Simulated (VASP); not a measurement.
# AlN (I-4m2) in VASP: further runs

Runs on AlN. Level: r2SCAN. Tasks: single point.

All numbers are computed with VASP 6.6.1; they aren't measurements. Logs are shortened: lines on timing, memory, paths and dates and some standing lists are left out, and cuts for length are marked.

## 1. The cell of the first run

Symmetry: I-4m2, No. 119, tetragonal system. The conventional cell has a = 2.903 Å, b = 2.903 Å, c = 4.368 Å, α = 90.00°, β = 90.00°, γ = 90.00°. Within 2.4 Å of Al (site symmetry -4m2) lie 4 N at 1.82 Å. N (site symmetry -4m2) has 4 Al at 1.82 Å within 2.4 Å.

## 2. Single point, r2SCAN (strain -0.0600 x Voigt [1, 1, 0, 0, 0, 0])

POSCAR reads:

```
AlN
1.0
    0.0000000000      2.0529539460      2.1839935596
    2.0529539460      0.0000000000      2.1839935596
    2.0529539460      2.0529539460      0.0000000000
Al N
1 1
Direct
    0.0000000000      0.0000000000      0.0000000000
    0.7500000000      0.7500000000      0.7500000000
```

INCAR.step1 reads:

```
SYSTEM = AlN
  PREC = Accurate
  ENCUT = 520
  ISMEAR = 0
  SIGMA = 0.05
  LREAL = .FALSE.
  LASPH = .TRUE.
  NELM = 80
  NBANDS = 11
  GGA = PE
  ALGO = Normal
  EDIFF = 1E-4
  LWAVE = .TRUE.
  LCHARG = .FALSE.
```

INCAR.step2 reads:

```
SYSTEM = AlN
  PREC = Accurate
  ENCUT = 520
  EDIFF = 1E-6
  ISMEAR = 0
  SIGMA = 0.05
  LREAL = .FALSE.
  LASPH = .TRUE.
  NELM = 80
  ALGO = Normal
  ISIF = 2
  LWAVE = .FALSE.
  LCHARG = .TRUE.
  METAGGA = R2SCAN
  LMIXTAU = .TRUE.
  LELF = .TRUE.
  LVHAR = .TRUE.
  NBANDS = 11
  ISTART = 1
```

KPOINTS reads:

```
Automatic mesh
0
G
  10 10 10
  0 0 0
```

Potentials or basis: VASP PAW PBE potentials, release 64 (Al, N).

Started as:

```bash
$ cat potpaw_PBE.64/Al/POTCAR potpaw_PBE.64/N/POTCAR > POTCAR
$ cp INCAR.step1 INCAR
$ mpirun -np 1 vasp_std > vasp.out
$ cp INCAR.step2 INCAR
$ mpirun -np 1 vasp_std > vasp.out
```

OUTCAR:

```text
SYSTEM = AlN
   PREC = Accurate
   ENCUT = 520
   EDIFF = 1E-6
   ISMEAR = 0
   LREAL = .FALSE.
   LASPH = .TRUE.
   NELM = 80
   ISIF = 2
   METAGGA = R2SCAN
   ISTART = 1

 ion  position               nearest neighbor table
   1  0.000  0.000  0.000-   2 1.82   2 1.82   2 1.82   2 1.82
   2  0.750  0.750  0.750-   1 1.82   1 1.82   1 1.82   1 1.82

  LATTYP: Found a body centered tetragonal cell.
 ALAT       =     2.9033153134
 C/A-ratio  =     1.5044825132

  Lattice vectors:

 A1 = (  -2.0529539460,   0.0000000000,   2.1839935596)
 A2 = (   2.0529539460,   0.0000000000,   2.1839935596)
 A3 = (   0.0000000000,   2.0529539460,  -2.1839935596)

Analysis of symmetry for initial positions (statically):
=====================================================================
 Subroutine PRICEL returns:
 Original cell was already a primitive cell.

 Routine SETGRP: Setting up the symmetry group for a
 body centered tetragonal supercell.

 Subroutine GETGRP returns: Found  8 space group operations
 (whereof  8 operations were pure point group operations)
 out of a pool of 16 trial point group operations.

The static configuration has the point symmetry D_2d.

Analysis of symmetry for dynamics (positions and initial velocities):
=====================================================================
 Subroutine PRICEL returns:
 Original cell was already a primitive cell.

 Routine SETGRP: Setting up the symmetry group for a
 body centered tetragonal supercell.

 Subroutine GETGRP returns: Found  8 space group operations
 (whereof  8 operations were pure point group operations)
 out of a pool of 16 trial point group operations.

The dynamic configuration has the point symmetry D_2d.

 Subroutine INISYM returns: Found  8 space group operations
 (whereof  8 operations are pure point group operations),
 and found     1 'primitive' translations

----------------------------------------------------------------------------------------

                                     Primitive cell

  volume of cell :      18.4094

  direct lattice vectors                    reciprocal lattice vectors
     0.000000000  2.052953946  2.183993560    -0.243551494  0.243551494  0.228938404
     2.052953946  0.000000000  2.183993560     0.243551494 -0.243551494  0.228938404
     2.052953946  2.052953946  0.000000000     0.243551494  0.243551494 -0.228938404

  length of vectors
     2.997406841  2.997406841  2.903315313     0.413578835  0.413578835  0.413578835

  position of ions in fractional coordinates (direct lattice)
     0.000000000  0.000000000  0.000000000
     0.750000000  0.750000000  0.750000000

  ion indices of the primitive-cell ions
   primitive index   ion index
                 1           1
                 2           2

----------------------------------------------------------------------------------------

 KPOINTS: Automatic mesh

Automatic generation of k-mesh.
 Grid dimensions read from file:
 generate k-points for:   10   10   10

 Generating k-lattice:

  Cartesian coordinates                     Fractional coordinates (reciprocal lattice)
    -0.024355149  0.024355149  0.022893840     0.100000000 -0.000000000  0.000000000
     0.024355149 -0.024355149  0.022893840    -0.000000000  0.100000000  0.000000000
     0.024355149  0.024355149 -0.022893840     0.000000000  0.000000000  0.100000000

  Length of vectors
     0.041357884  0.041357884  0.041357884

  Shift w.r.t. Gamma in fractional coordinates (k-lattice)
     0.000000000  0.000000000  0.000000000

 Subroutine IBZKPT returns following result:
 ===========================================

 Found    102 irreducible k-points:

 Following reciprocal coordinates:
            Coordinates               Weight
  0.000000  0.000000  0.000000      1.000000
  0.100000  0.000000  0.000000      8.000000
  0.200000  0.000000  0.000000      8.000000
  0.300000  0.000000  0.000000      8.000000
  0.400000  0.000000  0.000000      8.000000
  0.500000  0.000000  0.000000      4.000000
[... 16 lines left out ...]
  0.300000  0.300000  0.000000      2.000000
  0.400000  0.300000  0.000000      8.000000
 [... further k-points ...]
   k-points           NKPTS =    102   k-points in BZ     NKDIM =    102   number of bands    NBANDS=     11
   number of dos      NEDOS =    301   number of ions     NIONS =      2
   total plane-waves  NPLWV =  13824
   dimension x,y,z NGX =    24 NGY =   24 NGZ =   24
   dimension x,y,z NGXF=    48 NGYF=   48 NGZF=   48
   ions per type =               1   1
   NGX,Y,Z   is equivalent  to a cutoff of  13.31, 13.31, 13.74 a.u.
   NGXF,Y,Z  is equivalent  to a cutoff of  26.62, 26.62, 27.49 a.u.
 SYSTEM =  AlN
   PREC   = accura    normal or accurate (medium, high low for compatibility)
   ISTART =      1    job   : 0-new  1-cont  2-samecut
   ICHARG =      0    charge: 1-file 2-atom 10-const
   ISPIN  =      1    spin polarized calculation?
   LNONCOLLINEAR =      F non collinear calculations
   LSORBIT =      F    spin-orbit coupling
   LASPH  =      T    aspherical Exc in radial PAW
   ENCUT  =  520.0 eV  38.22 Ry    6.18 a.u.   5.57  5.57  5.40*2*pi/ulx,y,z
   NELM   =     80;   NELMIN=  2; NELMDL=  0     # of ELM steps
   EDIFF  = 0.1E-05   stopping-criterion for ELM
   LREAL  =      F    real-space projection
   EDIFFG = 0.1E-04   stopping-criterion for IOM
   NSW    =      0    number of steps for IOM
   IBRION =     -1    ionic relax: 0-MD 1-quasi-New 2-CG
   NFREE  =      0    steps in history (QN), initial steepest desc. (CG)
   ISIF   =      2    stress and relaxation
   ISYM   =      2    0-nonsym 1-usesym 2-fastsym
   POTIM  = 0.5000    time-step for ionic-motion
   TEBEG  =    0.0;   TEEND  =   0.0 temperature during run
   PSTRESS=    0.0 pullay stress
   NELECT =       8.0000    total number of electrons
   NUPDOWN=      -1.0000    fix difference up-down
   EMIN   =  10.00;   EMAX   =-10.00  energy-range for DOS
   EFERMI =   0.00;   METHOD = LEGACY
   ISMEAR =     0;   SIGMA  =   0.05  broadening in eV -4-tet -1-fermi 0-gaus
   EFERMI_NEDOS =   21; number of points for ismear=-14 and -15
   IALGO  =     38    algorithm
   IMIX   =      4    mixing-type and parameters
     AMIX     =   0.40;   BMIX     =  1.00
     AMIX_MAG =   1.60;   BMIX_MAG =  1.00
  volume/ion in A,a.u.               =       9.20        62.12
  Fermi-wavevector in a.u.,A,eV,Ry     =   1.240009  2.343278 20.920628  1.537623
  Thomas-Fermi vector in A             =   2.374468
   LORBIT       =      0    0 simple, 1 ext, 2 COOP (PROOUT), +10 PAW based schemes
   METAGGA = R2SCAN    functional components
   LHFCALC =     F    Hartree Fock is set to
   AEXX    =    0.0000 exact exchange contribution
   IVDW    =     0    specifies the selected vdW correction
   LEPSILON=     F    determine dielectric tensor
   LRPA    =     F    only Hartree local field effects (RPA)
 non-spin polarized calculation
 Gauss-broadening in eV      SIGMA  =   0.05
  energy-cutoff  :      520.00
  volume of cell :       18.41
 maximum number of plane-waves:       517
 NGX is ok and might be reduce to    24
   NGX = 11   NGY = 11   NGZ = 11

 number of electron       8.0000001 magnetization

 Free energy of the ion-electron system (eV)
  ---------------------------------------------------
  ext. energy  EPLUGINS =         0.00000000
  ---------------------------------------------------
  free energy    TOTEN  =       -18.92800850 eV

  energy without entropy =      -18.92800850  energy(sigma->0) =      -18.92800850

 E-fermi :   7.2842     XC(G=0): -11.9963

 val. band max:        7.0741342962   @ k =  -0.1000   0.1000   0.0000
 cond. band min:      10.8521876162   @ k =   0.5000   0.0000   0.5000
 fundamental gap:      3.7780533200
 Fermi energy:         7.2842104829

 k-point     1 :       0.0000    0.0000    0.0000
  band No.  band energies     occupation
      1      -9.5779      2.00000
      2       6.7220      2.00000
      3       7.0332      2.00000
      4       7.0332      2.00000
      5      13.0026      0.00000
      6      21.7619      0.00000
      7      21.7619      0.00000
      8      21.8134      0.00000
      9      25.1630      0.00000
     10      26.8527      0.00000
     11      27.6603      0.00000

 k-point     2 :       0.1000    0.0000    0.0000
  band No.  band energies     occupation
      1      -9.4078      2.00000
      2       6.0932      2.00000
      3       6.7688      2.00000
      4       7.0014      2.00000
      5      13.6400      0.00000
      6      21.2518      0.00000
      7      21.9444      0.00000
      8      21.9672      0.00000
      9      24.1444      0.00000
     10      26.0963      0.00000
     11      27.8137      0.00000

 k-point     3 :       0.2000    0.0000    0.0000
  band No.  band energies     occupation
      1      -8.9227      2.00000
      2       4.3797      2.00000
      3       6.5588      2.00000
      4       6.9220      2.00000
      5      14.7931      0.00000
      6      20.1709      0.00000
      7      21.4790      0.00000
      8      22.0741      0.00000
      9      24.4607      0.00000
     10      25.1381      0.00000
     11      27.1403      0.00000

 k-point     4 :       0.3000    0.0000    0.0000
  band No.  band energies     occupation
      1      -8.2142      2.00000
      2       2.5362      2.00000
      3       6.3374      2.00000
      4       6.8313      2.00000
      5      15.6484      0.00000
      6      19.1914      0.00000
      7      20.5972      0.00000
      8      21.3414      0.00000
      9      26.0172      0.00000
     10      26.1584      0.00000
     11      27.3261      0.00000
[... 239 lines left out ...]
 k-point    22 :      -0.2000    0.2000    0.0000
  band No.  band energies     occupation
      1      -7.9343      2.00000
      2       2.7305      2.00000
      3       4.8635      2.00000
      4       6.9500      2.00000
      5      16.2980      0.00000
      6      19.2134      0.00000
      7      20.0517      0.00000
      8      21.7571      0.00000
      9      24.1289      0.00000
     10      28.5840      0.00000
     11      29.3919      0.00000

 k-point    23 :       0.3000    0.3000    0.0000
  band No.  band energies     occupation
      1      -7.9143      2.00000
      2       2.9420      2.00000
      3       5.8847      2.00000
      4       5.8847      2.00000
      5      13.2684      0.00000
      6      18.7846      0.00000
      7      20.5994      0.00000
      8      24.3936      0.00000
      9      24.3936      0.00000
     10      30.4930      0.00000
     11      33.7434      0.00000

 k-point    24 :       0.4000    0.3000    0.0000
  band No.  band energies     occupation
      1      -7.3902      2.00000
      2       2.2174      2.00000
      3       5.2802      2.00000
      4       5.7435      2.00000
      5      12.8818      0.00000
      6      18.7090      0.00000
      7      21.2150      0.00000
      8      24.4979      0.00000
      9      25.0543      0.00000
     10      31.4313      0.00000
     11      33.7477      0.00000

 [... further k-points ...]
[... 5 lines left out ...]
  --------------------------------------------------------------------------------------
  -------------------------------------------------------------------------------------
  Total        4.1576159      4.1576159      2.9853449      0.0000000     -0.0000000      0.0000000
  in kB      361.8388377    361.8388377    259.8156655      0.0000000     -0.0000000      0.0000000
  external PRESSURE =     327.8311136 kB  Pullay stress =       0.0000000 kB

 VOLUME and BASIS-vectors are now :
 -----------------------------------------------------------------------------
  energy-cutoff  :      520.00
  volume of cell :       18.41
      direct lattice vectors                 reciprocal lattice vectors
     0.000000000  2.052953946  2.183993560    -0.243551494  0.243551494  0.228938404
     2.052953946  0.000000000  2.183993560     0.243551494 -0.243551494  0.228938404
     2.052953946  2.052953946  0.000000000     0.243551494  0.243551494 -0.228938404

 POSITION                                       TOTAL-FORCE (eV/Angst)
 -----------------------------------------------------------------------------------
      0.00000      0.00000      0.00000        -0.000000     -0.000000     -0.000000
      3.07943      3.07943      3.27599         0.000000      0.000000      0.000000
 -----------------------------------------------------------------------------------
    total drift:                               -0.000002     -0.000002     -0.000006

  FREE ENERGIE OF THE ION-ELECTRON SYSTEM (eV)
  ---------------------------------------------------
  free  energy   TOTEN  =       -18.9280085044 eV

  energy  without entropy=      -18.9280085044  energy(sigma->0) =      -18.92800850
```

Run time: 61 s. Hardware: 1 thread of Intel Xeon Platinum 8375C at 2.90GHz (Ice Lake), shared host; peak memory 0.15 GiB.

What came out:

| Item | Value |
| --- | --- |
| Free energy | -18.9280 eV |
| Pressure | 32.8 GPa |
| Band gap on the k mesh | 3.78 eV (least direct gap 5.83 eV) |

Levels at points of the mesh, in eV from the valence-band top:
| k point | band 1 | band 2 | band 3 | band 4 | band 5 | band 6 | band 7 | band 8 | band 9 |
| --- | --- | --- | --- | --- | --- | --- | --- | --- | --- |
| (0.00, 0.00, 0.00) | -16.65 | -0.35 | -0.04 | -0.04 | 5.93 | 14.69 | 14.69 | 14.74 | 18.09 |
| (0.50, 0.00, 0.00) | -14.24 | -6.60 | -0.96 | -0.34 | 9.03 | 11.57 | 12.33 | 13.28 | 20.85 |
| (0.50, 0.50, 0.00) | -13.72 | -5.92 | -1.69 | -1.69 | 4.13 | 10.76 | 16.09 | 18.85 | 18.85 |
| (0.50, 0.00, 0.50) | -13.38 | -5.31 | -2.27 | -2.27 | 3.78 | 9.79 | 17.16 | 17.34 | 19.39 |

Caveat: the cell differs from its parent crystal (strain -0.0600 x Voigt [1, 1, 0, 0, 0, 0]); the cell stands under pressure; the PAW data sets were made with another functional, which shifts forces and pressure a little.

## 3. Single point, r2SCAN (strain -0.0450 x Voigt [1, 1, 0, 0, 0, 0])

POSCAR reads:

```
AlN
1.0
    0.0000000000      2.0857138494      2.1839935596
    2.0857138494      0.0000000000      2.1839935596
    2.0857138494      2.0857138494      0.0000000000
Al N
1 1
Direct
    0.0000000000      0.0000000000      0.0000000000
    0.7500000000      0.7500000000      0.7500000000
```

INCAR.step1 reads:

```
PREC = Accurate ; ENCUT = 520
ISMEAR = 0 ; SIGMA = 0.05
LREAL = F ; LASPH = T
NELM = 80 ; NBANDS = 11
GGA = PE ; ALGO = Normal
EDIFF = 1E-4 ; LWAVE = T
LCHARG = F
```

INCAR.step2 reads:

```
PREC = Accurate ; ENCUT = 520
EDIFF = 1E-6 ; ISMEAR = 0
SIGMA = 0.05 ; LREAL = F
LASPH = T ; NELM = 80
ALGO = Normal ; ISIF = 2
LWAVE = F ; LCHARG = F
METAGGA = R2SCAN ; LMIXTAU = T
NBANDS = 11 ; ISTART = 1
```

KPOINTS reads:

```
Automatic mesh
0
Gamma
  10 10 10
```

Potentials or basis: VASP PAW PBE potentials, release 64 (Al, N).

Started as:

```bash
$ cat potpaw_PBE.64/Al/POTCAR potpaw_PBE.64/N/POTCAR > POTCAR
$ cp INCAR.step1 INCAR
$ mpirun -np 1 vasp_std > vasp.out
$ cp INCAR.step2 INCAR
$ mpirun -np 1 vasp_std > vasp.out
```

Wall time 60 s (1 thread of Intel Xeon Platinum 8375C at 2.90GHz (Ice Lake), shared host); peak memory 0.15 GiB.

Results (log left out):

```yaml
Free_energy: -19.0423 eV
Pressure: 23.0 GPa
Band_gap_on_the_k_mesh: 3.83 eV (least direct gap 5.69 eV)
```

Stress tensor (GPa, compression positive):
```
25.43  0.00  0.00
 0.00 25.43  0.00
 0.00  0.00 18.08
```

Levels at points of the mesh, in eV from the valence-band top:
```tsv
k point	band 1	band 2	band 3	band 4	band 5	band 6	band 7	band 8
(0.00, 0.00, 0.00)	-16.40	-0.25	-0.03	-0.03	5.67	14.38	14.38	14.43
(0.50, 0.00, 0.00)	-14.10	-6.40	-0.82	-0.37	8.88	11.40	12.16	12.93
(0.50, 0.50, 0.00)	-13.54	-5.66	-1.72	-1.72	4.08	10.44	15.87	18.36
(0.50, 0.00, 0.50)	-13.30	-5.20	-2.14	-2.14	3.83	9.72	16.78	17.14
```

Caveat: the cell differs from its parent crystal (strain -0.0450 x Voigt [1, 1, 0, 0, 0, 0]); the cell stands under pressure; the PAW data sets were made with another functional, which shifts forces and pressure a little. A k mesh can miss the band edges.

(Continued in part 2 of 2.)
